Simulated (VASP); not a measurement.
# Al3FeCo2 (P4/mmm) in VASP: relaxation of cell and atoms with PBE

Aim: the relaxation of cell and atoms of Al3FeCo2 with PBE.

Everything below comes from runs of VASP 6.6.1. Logs are shortened: lines on timing, memory, paths and dates and some standing lists are left out, and cuts for length are marked.

## 1. The cell of the first run

The structure is tetragonal, space group P4/mmm (No. 123). Conventional cell: a = 2.857 Å, b = 2.857 Å, c = 8.578 Å, α = 90.00°, β = 90.00°, γ = 90.00°. Al (site symmetry 4mm) has 4 Fe at 2.46 Å and 4 Co at 2.49 Å and 6 Al at 2.82 to 2.88 Å within 3.3 Å. Al (site symmetry 4/mmm) has 8 Co at 2.47 Å and 6 Al at 2.86 to 2.88 Å within 3.3 Å. Fe (site symmetry 4/mmm) has 8 Al at 2.46 Å and 4 Fe at 2.86 Å and 2 Co at 2.87 Å within 3.3 Å. Within 3.3 Å of Co (site symmetry 4mm) lie 8 Al at 2.47 to 2.49 Å and 5 Co at 2.84 to 2.86 Å and 1 Fe at 2.87 Å.

## 2. Relaxation of cell and atoms, PBE, collinear spin, ferromagnetic start

The input, INCAR:

```
SYSTEM = Al3FeCo2
PREC = Accurate ; ENCUT = 600
EDIFF = 1E-7 ; ISMEAR = 0
SIGMA = 0.1 ; LREAL = .False.
LASPH = .True. ; NELM = 200
ALGO = Normal ; ISIF = 3
LWAVE = .False. ; LCHARG = .False.
ISPIN = 2 ; MAGMOM = 0 0 0 0.49 0 0
LORBIT = 11 ; LMAXMIX = 4
GGA = PE ; IBRION = 2
NSW = 100 ; EDIFFG = -0.01
GGA_COMPAT = .False. ; NELMIN = 4
KPAR = 4
```

The input, KPOINTS:

```
Automatic mesh
0
Gamma
  14 14 6
  0 0 0
```

The input, POSCAR:

```
Al3FeCo2
1.0
    2.8569349338      0.0000000000      0.0000000000
    0.0000000000      2.8569349338      0.0000000000
    0.0000000000      0.0000000000      8.5775081828
Al Fe Co
3 1 2
Direct
    0.0000000000      0.0000000000      0.8355230081
    0.0000000000      0.0000000000      0.1644769919
    0.0000000000      0.0000000000      0.5000000000
    0.5000000000      0.5000000000      0.0000000000
    0.5000000000      0.5000000000      0.3346652780
    0.5000000000      0.5000000000      0.6653347220
```

Potentials or basis: VASP PAW PBE potentials, release 64 (Al, Fe, Co).

The run is started by

```bash
> cat potpaw_PBE.64/Al/POTCAR potpaw_PBE.64/Fe/POTCAR potpaw_PBE.64/Co/POTCAR > POTCAR
> mpirun -np 4 vasp_std > vasp.out
```

OUTCAR:

```text
SYSTEM = Al3FeCo2
   PREC = Accurate
   ENCUT = 600
   EDIFF = 1E-7
   ISMEAR = 0
   LREAL = .False.
   LASPH = .True.
   NELM = 200
   ISIF = 3
   ISPIN = 2
   LORBIT = 11
   GGA = PE
   IBRION = 2
   NSW = 100
   EDIFFG = -0.01
   NELMIN = 4

 ion  position               nearest neighbor table
   1  0.000  0.000  0.836-   4 2.46   4 2.46   4 2.46   4 2.46   6 2.49   6 2.49   6 2.49   6 2.49
                             2 2.82   3 2.88
   2  0.000  0.000  0.164-   4 2.46   4 2.46   4 2.46   4 2.46   5 2.49   5 2.49   5 2.49   5 2.49
                             1 2.82   3 2.88
   3  0.000  0.000  0.500-   5 2.47   6 2.47   5 2.47   6 2.47   5 2.47   6 2.47   5 2.47   6 2.47
                             1 2.88   2 2.88
   4  0.500  0.500  0.000-   1 2.46   2 2.46   1 2.46   2 2.46   1 2.46   2 2.46   1 2.46   2 2.46
                             5 2.87   6 2.87
   5  0.500  0.500  0.335-   3 2.47   3 2.47   3 2.47   3 2.47   2 2.49   2 2.49   2 2.49   2 2.49
                             6 2.84   4 2.87
   6  0.500  0.500  0.665-   3 2.47   3 2.47   3 2.47   3 2.47   1 2.49   1 2.49   1 2.49   1 2.49
                             5 2.84   4 2.87

  LATTYP: Found a simple tetragonal cell.
 ALAT       =     2.8569349338
 C/A-ratio  =     3.0023463542

  Lattice vectors:

 A1 = (   2.8569349338,   0.0000000000,   0.0000000000)
 A2 = (   0.0000000000,   2.8569349338,   0.0000000000)
 A3 = (   0.0000000000,   0.0000000000,   8.5775081828)

Analysis of symmetry for initial positions (statically):
=====================================================================
 Subroutine PRICEL returns:
 Original cell was already a primitive cell.

 Routine SETGRP: Setting up the symmetry group for a
 simple tetragonal supercell.

 Subroutine GETGRP returns: Found 16 space group operations
 (whereof 16 operations were pure point group operations)
 out of a pool of 16 trial point group operations.

The static configuration has the point symmetry D_4h.

Analysis of symmetry for dynamics (positions and initial velocities):
=====================================================================
 Subroutine PRICEL returns:
 Original cell was already a primitive cell.

 Routine SETGRP: Setting up the symmetry group for a
 simple tetragonal supercell.

 Subroutine GETGRP returns: Found 16 space group operations
 (whereof 16 operations were pure point group operations)
 out of a pool of 16 trial point group operations.

The dynamic configuration has the point symmetry D_4h.

Analysis of structural, dynamic, and magnetic symmetry:
=====================================================================
[... 141 lines left out ...]
  Thomas-Fermi vector in A             =   2.430575
   LORBIT       =     11    0 simple, 1 ext, 2 COOP (PROOUT), +10 PAW based schemes
   GGA     = PE    functional components
   LHFCALC =     F    Hartree Fock is set to
   AEXX    =    0.0000 exact exchange contribution
   IVDW    =     0    specifies the selected vdW correction
   LEPSILON=     F    determine dielectric tensor
   LRPA    =     F    only Hartree local field effects (RPA)
 conjugate gradient relaxation of ions
 spin polarized calculation
 Gauss-broadening in eV      SIGMA  =   0.10
  energy-cutoff  :      600.00
  volume of cell :       70.01
 maximum number of plane-waves:      2372
 NGX is ok and might be reduce to    24
   NGX = 11   NGY = 11   NGZ = 35

--------------------------------------- Ionic step        1  -------------------------------------------

 number of electron      34.9999997 magnetization       0.3417153

 Free energy of the ion-electron system (eV)
  ---------------------------------------------------
  ext. energy  EPLUGINS =         0.00000000
  ---------------------------------------------------
  free energy    TOTEN  =       -36.67398335 eV

  energy without entropy =      -36.65459274  energy(sigma->0) =      -36.66428804

------------------------ aborting loop because EDIFF is reached ----------------------------------------

  FORCE on cell =-STRESS in cart. coord.  units (eV):
  Direction    XX          YY          ZZ          XY          YZ          ZX
  --------------------------------------------------------------------------------------
  -------------------------------------------------------------------------------------
  Total       -0.0585085     -0.0585085      0.0387660      0.0000000      0.0000000     -0.0000000
  in kB       -1.3389604     -1.3389604      0.8871557      0.0000000      0.0000000     -0.0000000
  external PRESSURE =      -0.5969217 kB  Pullay stress =       0.0000000 kB
[... 107 lines left out ...]
--------------------------------------- Ionic step        4  -------------------------------------------

 number of electron      34.9999997 magnetization       0.3573035

 Free energy of the ion-electron system (eV)
  ---------------------------------------------------
  ext. energy  EPLUGINS =         0.00000000
  ---------------------------------------------------
  free energy    TOTEN  =       -36.67428450 eV

  energy without entropy =      -36.65482986  energy(sigma->0) =      -36.66455718

 E-fermi :   9.5511     XC(G=0): -12.2262

 val. band max:        9.5507672970   @ k =   0.4286   0.3571   0.1667
 cond. band min:       9.5512075288   @ k =   0.4286   0.0714   0.1667
 fundamental gap:      0.0004402318
 Fermi energy:         9.5510949507

 spin component 1

 k-point     1 :       0.0000    0.0000    0.0000
  band No.  band energies     occupation
      1      -1.1473      1.00000
      2       0.8782      1.00000
      3       0.9071      1.00000
      4       5.6575      1.00000
      5       5.6715      1.00000
      6       6.9167      1.00000
[... 565 lines left out ...]
     20      11.2410      0.00000
     21      11.5192      0.00000

 [... further k-points ...]

 spin component 2

 k-point     1 :       0.0000    0.0000    0.0000
  band No.  band energies     occupation
      1      -1.1461      1.00000
      2       0.8751      1.00000
      3       0.9121      1.00000
      4       5.6458      1.00000
      5       5.7147      1.00000
      6       6.8962      1.00000
[... 600 lines left out ...]
  FREE ENERGIE OF THE ION-ELECTRON SYSTEM (eV)
  ---------------------------------------------------
  free  energy   TOTEN  =       -36.6742845030 eV

  energy  without entropy=      -36.6548298618  energy(sigma->0) =      -36.66455718

 reached required accuracy - stopping structural energy minimisation

 total charge

# of ion       s       p       d       tot
------------------------------------------
    1        0.397   0.434   0.000   0.831
    2        0.397   0.434   0.000   0.831
    3        0.396   0.427   0.000   0.822
    4        0.433   0.518   6.528   7.480
    5        0.432   0.495   7.498   8.425
    6        0.432   0.495   7.498   8.425
--------------------------------------------------
tot          2.488   2.801  21.524  26.813

 magnetization (x)

# of ion       s       p       d       tot
------------------------------------------
    1       -0.003  -0.005   0.000  -0.008
    2       -0.003  -0.005   0.000  -0.008
    3       -0.000   0.000   0.000   0.000
    4        0.001   0.003   0.429   0.432
    5       -0.000   0.001  -0.026  -0.026
    6       -0.000   0.001  -0.026  -0.026
--------------------------------------------------
tot         -0.005  -0.006   0.376   0.365
```

OSZICAR:

```text
N       E                     dE             d eps       ncg     rms          rms(c)
DAV:   1     0.220696658324E+03    0.22070E+03   -0.16129E+04 12096   0.200E+03
DAV:   2    -0.240310727630E+02   -0.24473E+03   -0.23824E+03 12096   0.388E+02
[... 43 lines left out ...]
DAV:   4    -0.366742978034E+02    0.77087E-03   -0.39926E-03 17730   0.987E-01    0.519E-02
DAV:   5    -0.366742930619E+02    0.47415E-05   -0.17342E-04 13697   0.137E-01    0.280E-02
DAV:   6    -0.366742844367E+02    0.86252E-05   -0.40397E-05 17814   0.748E-02    0.843E-03
DAV:   7    -0.366742842902E+02    0.14658E-06   -0.17268E-06 18203   0.198E-02    0.297E-03
DAV:   8    -0.366742844419E+02   -0.15179E-06   -0.30208E-07  8990   0.798E-03    0.156E-03
DAV:   9    -0.366742845030E+02   -0.61063E-07   -0.72271E-08  6206   0.404E-03
   4 F= -.36674285E+02 E0= -.36664557E+02  d E =-.266530E-04  mag=     0.3574
```

Wall time 3 min (4 MPI ranks of Intel Xeon 6975P-C (Granite Rapids), shared host); peak memory 0.56 GiB.

Results:

- Free energy: -36.6743 eV
- Energy gained by relaxing: 0.1 meV/atom
- Ionic steps: 4
- Pressure after relaxing: 0.0 GPa
- Largest force after relaxing: 0.009 eV/Å
- Net moment: 0.36 μB per cell
- Site moments: Al -0.01, +0.00 (each value once); Fe +0.43; Co -0.03 μB
- Valence electrons inside the program's atomic spheres: Al 0.83, 0.82 (each value once); Fe 7.48; Co 8.43

Forces on the atoms (eV/Å):
```
Al   0.000  0.000  0.002
Al   0.000  0.000 -0.002
Al   0.000  0.000  0.000
Fe   0.000  0.000  0.000
Co   0.000  0.000  0.009
Co   0.000  0.000 -0.009
```

Step by step:
| step | energy change (eV) | largest force (eV/Å) | pressure (GPa) | volume (Å³) |
| --- | --- | --- | --- | --- |
| 1 | 0.0000 | 0.0522 | -0.06 | 70.01 |
| 2 | -0.0002 | 0.0233 | 0.01 | 69.97 |
| 3 | -0.0003 | 0.0142 | 0.10 | 69.94 |
| 4 | -0.0003 | 0.0088 | -0.04 | 70.01 |

Final structure:
```
Al Fe Co
1.0
     2.85538    0.00000    0.00000
     0.00000    2.85538    0.00000
     0.00000    0.00000    8.58656
Al Fe Co
3 1 2
Direct
  0.00000 0.00000 0.83493
  0.00000 0.00000 0.16507
  0.00000 0.00000 0.50000
  0.50000 0.50000 0.00000
  0.50000 0.50000 0.33470
  0.50000 0.50000 0.66530
```
